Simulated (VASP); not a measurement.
# SnC2 (Pnnm) in VASP: a series of runs

SnC2 is run at these levels: PBE; tasks: single point, relaxation of cell and atoms.

Program: VASP 6.6.1. These are calculated values, not measurements. Logs are shortened: lines on timing, memory, paths and dates and some standing lists are left out, and cuts for length are marked.

**1. The cell of the first run**

The structure is orthorhombic, space group Pnnm (No. 58). Conventional cell: a = 4.337 Å, b = 5.417 Å, c = 3.489 Å, α = 90.00°, β = 90.00°, γ = 90.00°. Within 3.3 Å of Sn (site symmetry 2/m) lie 12 C at 2.37 to 3.23 Å. C (site symmetry m) has 1 C at 1.32 Å within 1.8 Å.

**2. Single point, PBE**

The input, INCAR:

```
PREC = Accurate
ENCUT = 910
EDIFF = 1E-6
ISMEAR = 0
SIGMA = 0.1
LREAL = F
LASPH = T
NELM = 120
ALGO = Normal
ISIF = 2
LWAVE = F
LCHARG = F
GGA = PE
NBANDS = 31
GGA_COMPAT = F
```

The input, KPOINTS:

```
Automatic mesh
0
Gamma
  4 4 6
```

The input, POSCAR:

```
SnC2
1.0
    4.3366461671      0.0000000000      0.0000000000
    0.0000000000      5.4172678424      0.0000000000
    0.0000000000      0.0000000000      3.4891697487
Sn C
2 4
Direct
    0.5000000000      0.5000000000      0.5000000000
    0.0000000000      0.0000000000      0.0000000000
    0.3787151806      0.9261844565      0.5000000000
    0.8787151806      0.5738155435      0.0000000000
    0.6212848194      0.0738155435      0.5000000000
    0.1212848194      0.4261844565      0.0000000000
```

Potentials or basis: VASP PAW PBE potentials, release 64 (Sn_d, C_h).

Run with:

```bash
cat potpaw_PBE.64/Sn_d/POTCAR potpaw_PBE.64/C_h/POTCAR > POTCAR
mpirun -np 1 vasp_std > vasp.out
```

OUTCAR:

```text
PREC = Accurate
   ENCUT = 910
   EDIFF = 1E-6
   ISMEAR = 0
   LREAL = F
   LASPH = T
   NELM = 120
   ISIF = 2
   GGA = PE

 ion  position               nearest neighbor table
   1  0.500  0.500  0.500-   3 2.37   5 2.37   4 2.43   6 2.43   4 2.43   6 2.43
   2  0.000  0.000  0.000-   4 2.37   6 2.37   5 2.43   3 2.43   3 2.43   5 2.43
   3  0.379  0.926  0.500-   5 1.32   1 2.37   2 2.43   2 2.43
   4  0.879  0.574  0.000-   6 1.32   2 2.37   1 2.43   1 2.43
   5  0.621  0.074  0.500-   3 1.32   1 2.37   2 2.43   2 2.43
   6  0.121  0.426  0.000-   4 1.32   2 2.37   1 2.43   1 2.43

  LATTYP: Found a simple orthorhombic cell.
 ALAT       =     3.4891697487
 B/A-ratio  =     1.2428877009
 C/A-ratio  =     1.5525950964

  Lattice vectors:

 A1 = (   0.0000000000,   0.0000000000,   3.4891697487)
 A2 = (   4.3366461671,   0.0000000000,   0.0000000000)
 A3 = (   0.0000000000,   5.4172678424,   0.0000000000)

Analysis of symmetry for initial positions (statically):
=====================================================================
 Subroutine PRICEL returns:
 Original cell was already a primitive cell.

 Routine SETGRP: Setting up the symmetry group for a
 simple orthorhombic supercell.

 Subroutine GETGRP returns: Found  8 space group operations
 (whereof  4 operations were pure point group operations)
 out of a pool of  8 trial point group operations.

The static configuration has the point symmetry C_2h.
 The point group associated with its full space group is D_2h.

Analysis of symmetry for dynamics (positions and initial velocities):
=====================================================================
 Subroutine PRICEL returns:
 Original cell was already a primitive cell.

 Routine SETGRP: Setting up the symmetry group for a
 simple orthorhombic supercell.

 Subroutine GETGRP returns: Found  8 space group operations
 (whereof  4 operations were pure point group operations)
 out of a pool of  8 trial point group operations.

The dynamic configuration has the point symmetry C_2h.
 The point group associated with its full space group is D_2h.

 Subroutine INISYM returns: Found  8 space group operations
 (whereof  4 operations are pure point group operations),
 and found     1 'primitive' translations

----------------------------------------------------------------------------------------

                                     Primitive cell

  volume of cell :      81.9703

  direct lattice vectors                    reciprocal lattice vectors
     4.336646167  0.000000000  0.000000000     0.230592942  0.000000000  0.000000000
     0.000000000  5.417267842  0.000000000     0.000000000  0.184594897  0.000000000
     0.000000000  0.000000000  3.489169749     0.000000000  0.000000000  0.286601132

  length of vectors
     4.336646167  5.417267842  3.489169749     0.230592942  0.184594897  0.286601132

  position of ions in fractional coordinates (direct lattice)
     0.500000000  0.500000000  0.500000000
     0.000000000  0.000000000  0.000000000
     0.378715181  0.926184457  0.500000000
     0.878715181  0.573815543  0.000000000
     0.621284819  0.073815543  0.500000000
     0.121284819  0.426184457  0.000000000

  ion indices of the primitive-cell ions
   primitive index   ion index
                 1           1
                 2           2
                 3           3
                 4           4
                 5           5
                 6           6

----------------------------------------------------------------------------------------

 KPOINTS: Automatic mesh

Automatic generation of k-mesh.
 Grid dimensions read from file:
 generate k-points for:    4    4    6

 Generating k-lattice:

  Cartesian coordinates                     Fractional coordinates (reciprocal lattice)
     0.057648236  0.000000000  0.000000000     0.250000000  0.000000000  0.000000000
     0.000000000  0.046148724  0.000000000     0.000000000  0.250000000  0.000000000
     0.000000000  0.000000000  0.047766855     0.000000000  0.000000000  0.166666667

  Length of vectors
     0.057648236  0.046148724  0.047766855

  Shift w.r.t. Gamma in fractional coordinates (k-lattice)
     0.000000000  0.000000000  0.000000000

 Subroutine IBZKPT returns following result:
 ===========================================

 Found     36 irreducible k-points:

 Following reciprocal coordinates:
            Coordinates               Weight
  0.000000  0.000000  0.000000      1.000000
  0.250000  0.000000  0.000000      2.000000
  0.500000  0.000000  0.000000      1.000000
  0.000000  0.250000  0.000000      2.000000
  0.250000  0.250000  0.000000      4.000000
  0.500000  0.250000  0.000000      2.000000
[... 16 lines left out ...]
  0.250000  0.250000  0.333333      8.000000
  0.500000  0.250000  0.333333      4.000000
 [... further k-points ...]
   k-points           NKPTS =     36   k-points in BZ     NKDIM =     36   number of bands    NBANDS=     31
   number of dos      NEDOS =    301   number of ions     NIONS =      6
   total plane-waves  NPLWV =  93312
   dimension x,y,z NGX =    48 NGY =   54 NGZ =   36
   dimension x,y,z NGXF=    96 NGYF=  108 NGZF=   72
   ions per type =               2   4
   NGX,Y,Z   is equivalent  to a cutoff of  18.40, 16.57, 17.15 a.u.
   NGXF,Y,Z  is equivalent  to a cutoff of  36.80, 33.14, 34.31 a.u.
 SYSTEM =  unknown system
   PREC   = accura    normal or accurate (medium, high low for compatibility)
   ISTART =      0    job   : 0-new  1-cont  2-samecut
   ICHARG =      2    charge: 1-file 2-atom 10-const
   ISPIN  =      1    spin polarized calculation?
   LNONCOLLINEAR =      F non collinear calculations
   LSORBIT =      F    spin-orbit coupling
   LASPH  =      T    aspherical Exc in radial PAW
   ENCUT  =  910.0 eV  66.88 Ry    8.18 a.u.  10.67 13.32  8.58*2*pi/ulx,y,z
   NELM   =    120;   NELMIN=  2; NELMDL= -5     # of ELM steps
   EDIFF  = 0.1E-05   stopping-criterion for ELM
   LREAL  =      F    real-space projection
   EDIFFG = 0.1E-04   stopping-criterion for IOM
   NSW    =      0    number of steps for IOM
   IBRION =     -1    ionic relax: 0-MD 1-quasi-New 2-CG
   NFREE  =      0    steps in history (QN), initial steepest desc. (CG)
   ISIF   =      2    stress and relaxation
   ISYM   =      2    0-nonsym 1-usesym 2-fastsym
   POTIM  = 0.5000    time-step for ionic-motion
   TEBEG  =    0.0;   TEEND  =   0.0 temperature during run
   PSTRESS=    0.0 pullay stress
   NELECT =      44.0000    total number of electrons
   NUPDOWN=      -1.0000    fix difference up-down
   EMIN   =  10.00;   EMAX   =-10.00  energy-range for DOS
   EFERMI =   0.00;   METHOD = LEGACY
   ISMEAR =     0;   SIGMA  =   0.10  broadening in eV -4-tet -1-fermi 0-gaus
   EFERMI_NEDOS =   21; number of points for ismear=-14 and -15
   IALGO  =     38    algorithm
   IMIX   =      4    mixing-type and parameters
     AMIX     =   0.40;   BMIX     =  1.00
     AMIX_MAG =   1.60;   BMIX_MAG =  1.00
  volume/ion in A,a.u.               =      13.66        92.19
  Fermi-wavevector in a.u.,A,eV,Ry     =   1.330476  2.514234 24.084562  1.770165
  Thomas-Fermi vector in A             =   2.459560
   LORBIT       =      0    0 simple, 1 ext, 2 COOP (PROOUT), +10 PAW based schemes
   GGA     = PE    functional components
   LHFCALC =     F    Hartree Fock is set to
   AEXX    =    0.0000 exact exchange contribution
   IVDW    =     0    specifies the selected vdW correction
   LEPSILON=     F    determine dielectric tensor
   LRPA    =     F    only Hartree local field effects (RPA)
 non-spin polarized calculation
 Gauss-broadening in eV      SIGMA  =   0.10
  energy-cutoff  :      910.00
  volume of cell :       81.97
 maximum number of plane-waves:      5130
 NGX is ok and might be reduce to    48
   NGX = 21   NGY = 27   NGZ = 17

 number of electron      44.0000000 magnetization

 Free energy of the ion-electron system (eV)
  ---------------------------------------------------
  ext. energy  EPLUGINS =         0.00000000
  ---------------------------------------------------
  free energy    TOTEN  =       -38.41962535 eV

  energy without entropy =      -38.40845743  energy(sigma->0) =      -38.41404139

 E-fermi :   7.7483     XC(G=0): -10.9370

 val. band max:        7.7301852897   @ k =   0.0000   0.2500   0.3333
 cond. band min:       7.7844673100   @ k =   0.0000   0.5000   0.3333
 fundamental gap:      0.0542820203
 Fermi energy:         7.7483437972

 k-point     1 :       0.0000    0.0000    0.0000
  band No.  band energies     occupation
      1     -13.7552      2.00000
      2     -13.6911      2.00000
      3     -13.6815      2.00000
      4     -13.6469      2.00000
      5     -13.6365      2.00000
      6     -13.6277      2.00000
[... 23 lines left out ...]
     30      14.6666      0.00000
     31      14.8481      0.00000

 k-point     2 :       0.2500    0.0000    0.0000
  band No.  band energies     occupation
      1     -13.7400      2.00000
      2     -13.6960      2.00000
      3     -13.6698      2.00000
      4     -13.6477      2.00000
      5     -13.6333      2.00000
      6     -13.6277      2.00000
[... 23 lines left out ...]
     30      14.8729      0.00000
     31      15.3462      0.00000

 k-point     3 :       0.5000    0.0000    0.0000
  band No.  band energies     occupation
      1     -13.7130      2.00000
      2     -13.7130      2.00000
      3     -13.6441      2.00000
      4     -13.6441      2.00000
      5     -13.6434      2.00000
      6     -13.6434      2.00000
[... 23 lines left out ...]
     30      14.7507      0.00000
     31      15.8127      0.00000

 k-point     4 :       0.0000    0.2500    0.0000
  band No.  band energies     occupation
      1     -13.7386      2.00000
      2     -13.6949      2.00000
      3     -13.6756      2.00000
      4     -13.6436      2.00000
      5     -13.6312      2.00000
      6     -13.6295      2.00000
[... 635 lines left out ...]
     30      15.9247      0.00000
     31      16.5320      0.00000

 k-point    23 :       0.2500    0.2500    0.3333
  band No.  band energies     occupation
      1     -13.7196      2.00000
      2     -13.7072      2.00000
      3     -13.6571      2.00000
      4     -13.6373      2.00000
      5     -13.6307      2.00000
      6     -13.6187      2.00000
[... 23 lines left out ...]
     30      15.3314      0.00000
     31      15.9058      0.00000

 k-point    24 :       0.5000    0.2500    0.3333
  band No.  band energies     occupation
      1     -13.7267      2.00000
      2     -13.7267      2.00000
      3     -13.6429      2.00000
      4     -13.6429      2.00000
      5     -13.6261      2.00000
      6     -13.6261      2.00000
[... 23 lines left out ...]
     30      14.2415      0.00000
     31      15.6218      0.00000

 [... further k-points ...]

------------------------ aborting loop because EDIFF is reached ----------------------------------------

  FORCE on cell =-STRESS in cart. coord.  units (eV):
  Direction    XX          YY          ZZ          XY          YZ          ZX
  --------------------------------------------------------------------------------------
  -------------------------------------------------------------------------------------
  Total       -0.1914097      0.0369372      0.0523528     -0.0000000      0.0000000      0.0000000
  in kB       -3.7412612      0.7219674      1.0232800     -0.0000000      0.0000000      0.0000000
  external PRESSURE =      -0.6653379 kB  Pullay stress =       0.0000000 kB

 VOLUME and BASIS-vectors are now :
 -----------------------------------------------------------------------------
  energy-cutoff  :      910.00
  volume of cell :       81.97
      direct lattice vectors                 reciprocal lattice vectors
     4.336646167  0.000000000  0.000000000     0.230592942  0.000000000  0.000000000
     0.000000000  5.417267842  0.000000000     0.000000000  0.184594897  0.000000000
     0.000000000  0.000000000  3.489169749     0.000000000  0.000000000  0.286601132

 POSITION                                       TOTAL-FORCE (eV/Angst)
 -----------------------------------------------------------------------------------
      2.16832      2.70863      1.74458         0.000000      0.000000      0.000000
      0.00000      0.00000      0.00000         0.000000      0.000000      0.000000
      1.64235      5.01739      1.74458         0.020221      0.011544     -0.000000
      3.81068      3.10851      0.00000         0.020221     -0.011544      0.000000
      2.69429      0.39988      1.74458        -0.020221     -0.011544      0.000000
      0.52597      2.30876      0.00000        -0.020221      0.011544      0.000000
 -----------------------------------------------------------------------------------
    total drift:                               -0.000000     -0.000000     -0.000000

  FREE ENERGIE OF THE ION-ELECTRON SYSTEM (eV)
  ---------------------------------------------------
  free  energy   TOTEN  =       -38.4196253549 eV

  energy  without entropy=      -38.4084574345  energy(sigma->0) =      -38.41404139
```

Run time: 4.8 min. Hardware: 1 thread of AMD EPYC 7R43 (Zen 3), shared host; peak memory 0.33 GiB.

Results:

```yaml
Free_energy: -38.4196 eV
Pressure: -0.1 GPa
Largest_force: 0.023 eV/Å
Band_gap_on_the_k_mesh: zero (bands 22 and 23 overlap by 3.55 eV)
```

Forces on the atoms (eV/Å):
```
Sn   0.000  0.000  0.000
Sn   0.000  0.000  0.000
C    0.020  0.012  0.000
C    0.020 -0.012  0.000
C   -0.020 -0.012  0.000
C   -0.020  0.012  0.000
```

Caveat: the k points lie up to 0.36 Å⁻¹ apart, too coarse for converged energies and pressures of a metal; the cutoff is under 1.25 times the usual one of these potentials, so pressure, stress and relaxed cells hold a basis-set (Pulay) error; spin-orbit coupling is left out, which moves the levels of the heavy elements.

(Continued in part 2 of 2.)
